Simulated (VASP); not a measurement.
# HfB2 (P6/mmm) in VASP: notebook

HfB2 is run at these levels: PBEsol+D3(BJ), PBE; tasks: elastic constants, vibrations by perturbation theory.

Everything below comes from runs of VASP 6.6.1. Logs are shortened: lines on timing, memory, paths and dates and some standing lists are left out, and cuts for length are marked.

### Step 1. The cell of the first run

Symmetry: P6/mmm, No. 191, hexagonal system. The conventional cell has a = 3.140 Å, b = 3.140 Å, c = 3.480 Å, α = 90.00°, β = 90.00°, γ = 120.00°. Hf (site symmetry 6/mmm) has 12 B at 2.51 Å and 6 Hf at 3.14 Å within 3.3 Å. B (site symmetry -6m2) has 3 B at 1.81 Å within 2.4 Å.

### Step 2. Elastic constants, PBEsol+D3(BJ)

File INCAR:

```
  ALGO = Normal
  EDIFF = 1E-8
  ENCUT = 500
  GGA = PS
  GGA_COMPAT = F
  IBRION = 6
  ISIF = 3
  ISMEAR = -1
  IVDW = 12
  LASPH = T
  LCHARG = F
  LREAL = F
  LWAVE = F
  NBANDS = 15
  NELM = 120
  NFREE = 2
  NSW = 1
  POTIM = 0.015
  PREC = Accurate
  SIGMA = 0.15
```

File KPOINTS:

```
k-points
0
Gamma
  8 8 7
```

File POSCAR:

```
HfB2
1.0
    3.1400000000      0.0000000000      0.0000000000
   -1.5700000000      2.7193197679      0.0000000000
    0.0000000000      0.0000000000      3.4800000000
Hf B
1 2
Direct
    0.0000000000      0.0000000000      0.0000000000
    0.6666666667      0.3333333333      0.5000000000
    0.3333333333      0.6666666667      0.5000000000
```

Potentials or basis: VASP PAW PBE potentials, release 64 (Hf_pv, B).

Launch:

```bash
> cat potpaw_PBE.64/Hf_pv/POTCAR potpaw_PBE.64/B/POTCAR > POTCAR
> mpirun -np 1 vasp_std > vasp.out
```

OUTCAR:

```text
EDIFF = 1E-8
   ENCUT = 500
   GGA = PS
   IBRION = 6
   ISIF = 3
   ISMEAR = -1
   IVDW = 12
   LASPH = T
   LREAL = F
   NELM = 120
   NFREE = 2
   NSW = 1
   POTIM = 0.015
   PREC = Accurate
 IVDW          = 12

 ion  position               nearest neighbor table
   1  0.000  0.000  0.000-   2 2.51   3 2.51   2 2.51   3 2.51   2 2.51   2 2.51   3 2.51   3 2.51
                             2 2.51   2 2.51   3 2.51   3 2.51
   2  0.667  0.333  0.500-   3 1.81   3 1.81   3 1.81   1 2.51   1 2.51   1 2.51   1 2.51   1 2.51
                             1 2.51
   3  0.333  0.667  0.500-   2 1.81   2 1.81   2 1.81   1 2.51   1 2.51   1 2.51   1 2.51   1 2.51
                             1 2.51

  LATTYP: Found a hexagonal cell.
 ALAT       =     3.1400000000
 C/A-ratio  =     1.1082802548

  Lattice vectors:

 A1 = (   3.1400000000,   0.0000000000,   0.0000000000)
 A2 = (  -1.5700000000,   2.7193197679,   0.0000000000)
 A3 = (   0.0000000000,   0.0000000000,   3.4800000000)

Analysis of symmetry for initial positions (statically):
=====================================================================
 Subroutine PRICEL returns:
 Original cell was already a primitive cell.

 Routine SETGRP: Setting up the symmetry group for a
 hexagonal supercell.

 Subroutine GETGRP returns: Found 24 space group operations
 (whereof 24 operations were pure point group operations)
 out of a pool of 24 trial point group operations.

The static configuration has the point symmetry D_6h.

Analysis of symmetry for dynamics (positions and initial velocities):
=====================================================================
 Subroutine PRICEL returns:
 Original cell was already a primitive cell.

 Routine SETGRP: Setting up the symmetry group for a
 hexagonal supercell.

 Subroutine GETGRP returns: Found 24 space group operations
 (whereof 24 operations were pure point group operations)
 out of a pool of 24 trial point group operations.

The dynamic configuration has the point symmetry D_6h.

 Subroutine INISYM returns: Found 24 space group operations
 (whereof 24 operations are pure point group operations),
 and found     1 'primitive' translations

----------------------------------------------------------------------------------------

                                     Primitive cell

  volume of cell :      29.7146

  direct lattice vectors                    reciprocal lattice vectors
     3.140000000  0.000000000  0.000000000     0.318471338  0.183869512  0.000000000
    -1.570000000  2.719319768  0.000000000     0.000000000  0.367739025  0.000000000
     0.000000000  0.000000000  3.480000000     0.000000000  0.000000000  0.287356322

  length of vectors
     3.140000000  3.140000000  3.480000000     0.367739025  0.367739025  0.287356322

  position of ions in fractional coordinates (direct lattice)
     0.000000000  0.000000000  0.000000000
     0.666666667  0.333333333  0.500000000
     0.333333333  0.666666667  0.500000000

  ion indices of the primitive-cell ions
   primitive index   ion index
                 1           1
                 2           2
                 3           3

----------------------------------------------------------------------------------------

 KPOINTS: k-points

Automatic generation of k-mesh.
 Grid dimensions read from file:
 generate k-points for:    8    8    7

 Generating k-lattice:

  Cartesian coordinates                     Fractional coordinates (reciprocal lattice)
     0.039808917  0.022983689  0.000000000     0.125000000  0.000000000  0.000000000
     0.000000000  0.045967378  0.000000000     0.000000000  0.125000000  0.000000000
[... 97 lines left out ...]
--------------------------------------- Ionic step        1  -------------------------------------------

 number of electron      15.9999998 magnetization

 Free energy of the ion-electron system (eV)
  ---------------------------------------------------
  ext. energy  EPLUGINS =         0.00000000
  ---------------------------------------------------
  free energy    TOTEN  =       -27.86443188 eV

  energy without entropy =      -27.84278730  energy(sigma->0) =      -27.85360959

------------------------ aborting loop because EDIFF is reached ----------------------------------------

 Edisp (eV)   -1.03816

 E8    (eV) :    -0.7065
[... 108 lines left out ...]
  FREE ENERGIE OF THE ION-ELECTRON SYSTEM (eV)
  ---------------------------------------------------
  free  energy   TOTEN  =       -28.9164107170 eV

  energy  without entropy=      -28.8949981510  energy(sigma->0) =      -28.90570443

[... ionic steps 4 to 18 ...]

--------------------------------------- Ionic step       19  -------------------------------------------

 number of electron      15.9999998 magnetization

------------------------ aborting loop because EDIFF is reached ----------------------------------------
[... 77 lines left out ...]
--------------------------------------- Ionic step       21  -------------------------------------------

 number of electron      15.9999998 magnetization

 Free energy of the ion-electron system (eV)
  ---------------------------------------------------
  ext. energy  EPLUGINS =         0.00000000
  ---------------------------------------------------
  free energy    TOTEN  =       -27.86336953 eV

  energy without entropy =      -27.84170728  energy(sigma->0) =      -27.85253840

 E-fermi :   7.6107     XC(G=0): -12.6812

 val. band max:        7.4070738988   @ k =  -0.0000   0.1250   0.4286
 cond. band min:       7.7649998927   @ k =   0.3750   0.1250   0.0000
 fundamental gap:      0.3579259939
 Fermi energy:         7.6107227585

 k-point     1 :       0.0000    0.0000    0.0000
  band No.  band energies     occupation
      1     -23.0265      2.00000
      2     -22.5163      2.00000
      3     -22.5163      2.00000
      4      -6.1727      2.00000
      5       4.5019      2.00000
      6       4.6644      2.00000
      7       4.6644      2.00000
      8       4.8095      2.00000
      9      11.5422      0.00000
     10      11.5422      0.00000
     11      12.2170      0.00000
     12      12.2170      0.00000
     13      12.5510      0.00000
     14      12.5510      0.00000
[... 401 lines left out ...]
      2     -23.0614      2.00000
      3     -22.6519      2.00000
      4      -3.1104      2.00000
      5       0.0166      2.00000
      6       3.3307      2.00000
      7       3.4773      2.00000
      8       4.8347      2.00000
      9       9.2912      0.00003
     10      11.5960      0.00000
     11      13.0774      0.00000
     12      13.7017      0.00000
     13      14.1747      0.00000
     14      16.5876      0.00000
     15      19.0613      0.00000

 [... further k-points ...]

------------------------ aborting loop because EDIFF is reached ----------------------------------------

 Edisp (eV)   -1.03816

 E8    (eV) :    -0.7065
[... 26 lines left out ...]
  FREE ENERGIE OF THE ION-ELECTRON SYSTEM (eV)
  ---------------------------------------------------
  free  energy   TOTEN  =       -28.9015332912 eV

  energy  without entropy=      -28.8798710448  energy(sigma->0) =      -28.89070217

 INTERNAL STRAIN TENSORS FROM STRAINED CELLS
 ============================================

 INTERNAL STRAIN TENSOR FOR ION    1 for displacements in x,y,z  (eV/Angst):
          X           Y           Z          XY          YZ          ZX
  --------------------------------------------------------------------------------
  x    -0.00000     0.00000    -0.00000    -0.00000    -0.00000    -0.00000
  y     0.00000     0.00000     0.00000     0.00000     0.00000     0.00000
  z     0.00000     0.00000     0.00000     0.00000     0.00000     0.00000

 INTERNAL STRAIN TENSORS FROM DISPLACED ATOMS
 ============================================

 INTERNAL STRAIN TENSOR FOR ION    1 for displacements in x,y,z  (eV/Angst):
          X           Y           Z          XY          YZ          ZX
  --------------------------------------------------------------------------------
  x     0.00000     0.00000     0.00000     0.00000     0.00000     0.00000
  y     0.00000     0.00000     0.00000     0.00000     0.00000     0.00000
  z     0.00000     0.00000     0.00000     0.00000     0.00000     0.00000

 INTERNAL STRAIN TENSOR FOR ION    3 for displacements in x,y,z  (eV/Angst):
          X           Y           Z          XY          YZ          ZX
  --------------------------------------------------------------------------------
  x     0.00000     0.00000     0.00000     1.06228     0.00000     0.00000
  y     1.06228    -1.06228     0.00000     0.00000     0.00000     0.00000
  z     0.00000     0.00000     0.00000     0.00000    -0.00000     0.00000

 Eigenvectors and eigenvalues of the dynamical matrix
 ----------------------------------------------------

   1 f  =   24.008313 THz   150.848682 2PiTHz  800.831131 cm-1    99.290361 meV
             X         Y         Z           dx          dy          dz
      0.000000  0.000000  0.000000     0.000000    0.000000   -0.000000
      1.570000  0.906440  1.740000    -0.000005    0.707107    0.000000
     -0.000000  1.812880  1.740000     0.000005   -0.707107    0.000000
[... 43 lines left out ...]
   9 f/i=    0.001112 THz     0.006990 2PiTHz    0.037107 cm-1     0.004601 meV
             X         Y         Z           dx          dy          dz
      0.000000  0.000000  0.000000     0.011069    0.944394   -0.000000
      1.570000  0.906440  1.740000     0.002723    0.232360   -0.000000
     -0.000000  1.812880  1.740000     0.002723    0.232360   -0.000000

--------------------------------------------------------------------------------------------------------

 ELASTIC MODULI CONTR FROM IONIC RELAXATION (kBar)
 Direction    XX          YY          ZZ          XY          YZ          ZX
 --------------------------------------------------------------------------------
 XX          -4.7727      4.7727      0.0000     -0.0000     -0.0000      0.0000
 YY           4.7727     -4.7727      0.0000      0.0000      0.0000      0.0000
 ZZ           0.0000      0.0000      0.0000      0.0000      0.0000      0.0000
 XY          -0.0000      0.0000      0.0000     -4.7727      0.0000      0.0000
 YZ          -0.0000      0.0000      0.0000      0.0000     -0.0000      0.0000
 ZX           0.0000      0.0000      0.0000      0.0000      0.0000      0.0000
 --------------------------------------------------------------------------------

 TOTAL ELASTIC MODULI (kBar)
 Direction    XX          YY          ZZ          XY          YZ          ZX
 --------------------------------------------------------------------------------
 XX        5920.7753    572.2766   1212.9916     -0.0000     -0.0000      0.0000
 YY         572.2766   5920.7753   1212.9916      0.0000      0.0000     -0.0000
 ZZ        1212.9916   1212.9916   4383.3771      0.0000      0.0000      0.0000
 XY          -0.0000      0.0000      0.0000   2674.2494      0.0000      0.0000
 YZ          -0.0000      0.0000     -0.0000      0.0000   2634.4813      0.0000
 ZX           0.0000      0.0000      0.0000      0.0000      0.0000   2634.4813
 --------------------------------------------------------------------------------
```

Wall time 6.2 min (1 thread of Intel Xeon Platinum 8259CL at 2.50GHz (Skylake/Cascade Lake), shared host); peak memory 0.25 GiB.

What came out:

- Voigt bulk modulus: 247 GPa
- Highest phonon frequency at Γ: 801 cm⁻¹
- Dispersion energy per atom: -0.346 eV

Phonon frequencies in cm⁻¹ (negative: imaginary):
| q point | frequencies |
| --- | --- |
| (0.000, 0.000, 0.000) | 0 0 0 437 437 461 534 801 801 |

Elastic tensor in Voigt notation (GPa, in the Cartesian axes of the cell as first typed):
```
592  57 121   0   0   0
 57 592 121   0   0   0
121 121 438   0   0   0
  0   0   0 263   0   0
  0   0   0   0 263   0
  0   0   0   0   0 267
```

Clamped-ion elastic tensor (GPa):
```
593  57 121   0   0   0
 57 593 121   0   0   0
121 121 438   0   0   0
  0   0   0 263   0   0
  0   0   0   0 263   0
  0   0   0   0   0 268
```

Caveat: the cell is under stress, which shifts elastic constants; three body term missing; the PAW data sets were made with another functional, which shifts forces and pressure a little; spin-orbit coupling is left out, which moves the levels of the heavy elements.

### Step 3. Vibrations by perturbation theory, PBE

File INCAR:

```
PREC = Accurate ; ENCUT = 520
EDIFF = 1E-8 ; ISMEAR = -1
SIGMA = 0.05 ; LREAL = False
LASPH = True ; NELM = 80
ALGO = Normal ; ISIF = 2
LWAVE = False ; LCHARG = False
GGA = PE ; IBRION = 8
NSW = 1
```

File KPOINTS:

```
Automatic mesh
0
Gamma
  7 7 6
```

POSCAR is that of step 2.

Potentials or basis: VASP PAW PBE potentials, release 64 (Hf_pv, B).

Launch:

```bash
> cat potpaw_PBE.64/Hf_pv/POTCAR potpaw_PBE.64/B/POTCAR > POTCAR
> mpirun -np 1 vasp_std > vasp.out
```

OUTCAR:

```text
PREC = Accurate
   ENCUT = 520
   EDIFF = 1E-8
   ISMEAR = -1
   LREAL = False
   LASPH = True
   NELM = 80
   ISIF = 2
   GGA = PE
   IBRION = 8
   NSW = 1

 ion  position               nearest neighbor table
   1  0.000  0.000  0.000-   2 2.51   3 2.51   2 2.51   3 2.51   2 2.51   2 2.51   3 2.51   3 2.51
                             2 2.51   2 2.51   3 2.51   3 2.51
   2  0.667  0.333  0.500-   3 1.81   3 1.81   3 1.81   1 2.51   1 2.51   1 2.51   1 2.51   1 2.51
                             1 2.51
   3  0.333  0.667  0.500-   2 1.81   2 1.81   2 1.81   1 2.51   1 2.51   1 2.51   1 2.51   1 2.51
                             1 2.51

  LATTYP: Found a hexagonal cell.
 ALAT       =     3.1400000000
 C/A-ratio  =     1.1082802548

  Lattice vectors:

 A1 = (   3.1400000000,   0.0000000000,   0.0000000000)
 A2 = (  -1.5700000000,   2.7193197679,   0.0000000000)
[... 620 lines left out ...]
  x     0.00000     0.00000     0.00000     2.43468     0.00000     0.00000
  y     2.43468    -2.43468     0.00000     0.00000     0.00000     0.00000
  z     0.00000     0.00000     0.00000     0.00000    -0.00000     0.00000

 SECOND DERIVATIVES (NOT SYMMETRIZED)
 ------------------------------------
               1X          1Y          1Z          2X          2Y          2Z          3X          3Y          3Z
  1X   -13.616755    0.000000    0.000000    6.808377    0.000000    0.000000    6.808377    0.000000    0.000000
  1Y     0.000000  -13.616755    0.000000    0.000000    6.808377    0.000000    0.000000    6.808377    0.000000
  1Z     0.000000    0.000000  -15.234944    0.000000    0.000000    7.617472    0.000000    0.000000    7.617472
  2X     6.808149    0.000000    0.000000  -15.735083   -0.000000    0.000000    8.926934   -0.000000    0.000000
  2Y    -0.000000    6.808149    0.000000    0.000000  -15.735083    0.000000    0.000000    8.926934    0.000000
  2Z     0.000000   -0.000000    7.619416    0.000000   -0.000000   -9.095315   -0.000000    0.000000    1.475900
  3X     6.808149    0.000000    0.000000    8.926934   -0.000000    0.000000  -15.735083   -0.000000    0.000000
  3Y    -0.000000    6.808149    0.000000    0.000000    8.926934    0.000000    0.000000  -15.735083    0.000000
  3Z     0.000000   -0.000000    7.619416   -0.000000    0.000000    1.475900    0.000000   -0.000000   -9.095315

 Eigenvectors and eigenvalues of the dynamical matrix
 ----------------------------------------------------

   1 f  =   23.611963 THz   148.358338 2PiTHz  787.610300 cm-1    97.651188 meV
             X         Y         Z           dx          dy          dz
      0.000000  0.000000  0.000000    -0.000000    0.000000    0.000000
      1.570000  0.906440  1.740000    -0.000001   -0.707107    0.000000
     -0.000000  1.812880  1.740000     0.000001    0.707107    0.000000
[... 43 lines left out ...]
   9 f/i=    0.000550 THz     0.003458 2PiTHz    0.018356 cm-1     0.002276 meV
             X         Y         Z           dx          dy          dz
      0.000000  0.000000  0.000000    -0.000000   -0.000000   -0.944444
      1.570000  0.906440  1.740000    -0.000000   -0.000000   -0.232406
     -0.000000  1.812880  1.740000    -0.000000   -0.000000   -0.232406

--------------------------------------------------------------------------------------------------------

 ELASTIC MODULI CONTR FROM IONIC RELAXATION (kBar)
 Direction    XX          YY          ZZ          XY          YZ          ZX
 --------------------------------------------------------------------------------
 XX         -25.9196     25.9196      0.0000     -0.0000      0.0000      0.0000
 YY          25.9196    -25.9196      0.0000      0.0000     -0.0000      0.0000
 ZZ           0.0000      0.0000      0.0000      0.0000      0.0000      0.0000
 XY          -0.0000      0.0000      0.0000    -25.9196     -0.0000      0.0000
 YZ           0.0000     -0.0000      0.0000     -0.0000     -0.0000      0.0000
 ZX           0.0000      0.0000      0.0000      0.0000      0.0000      0.0000
 --------------------------------------------------------------------------------
```

OSZICAR:

```text
N       E                     dE             d eps       ncg     rms          rms(c)
DAV:   1     0.305327887411E+02    0.30533E+02   -0.82981E+03   768   0.126E+03
[... 96 lines left out ...]
RMM:   7    -0.457284662364E-01    0.17478E-04   -0.53657E-07  1528   0.426E-03    0.117E-03
RMM:   8    -0.457284137081E-01    0.52528E-07   -0.53545E-08  1712   0.133E-03    0.341E-04
RMM:   9    -0.457283981279E-01    0.15580E-07   -0.67683E-09  1704   0.287E-04    0.172E-04
RMM:  10    -0.457286657375E-01   -0.26761E-06    0.30363E-08  1751   0.956E-05    0.562E-05
RMM:  11    -0.457285318684E-01    0.13387E-06   -0.65933E-09  1679   0.763E-05    0.976E-06
RMM:  12    -0.457285465272E-01   -0.14659E-07   -0.10437E-08  1707   0.484E-05    0.110E-06
RMM:  13    -0.457285403043E-01    0.62229E-08   -0.95289E-09  1378   0.446E-05    0.469E-07
 Linear response finished
```

Run time: 2 min. Hardware: 1 thread of Intel Xeon Platinum 8488C (Sapphire Rapids), shared host; peak memory 0.24 GiB.

Results:

- Highest phonon frequency at Γ: 788 cm⁻¹

Phonon frequencies in cm⁻¹ (negative: imaginary):
```
              q point                    frequencies
(0.000, 0.000, 0.000)  0 0 0 438 438 464 516 788 788
```

Caveat: the cell stands under pressure or tension, which shifts response properties; spin-orbit coupling is left out, which moves the levels of the heavy elements.
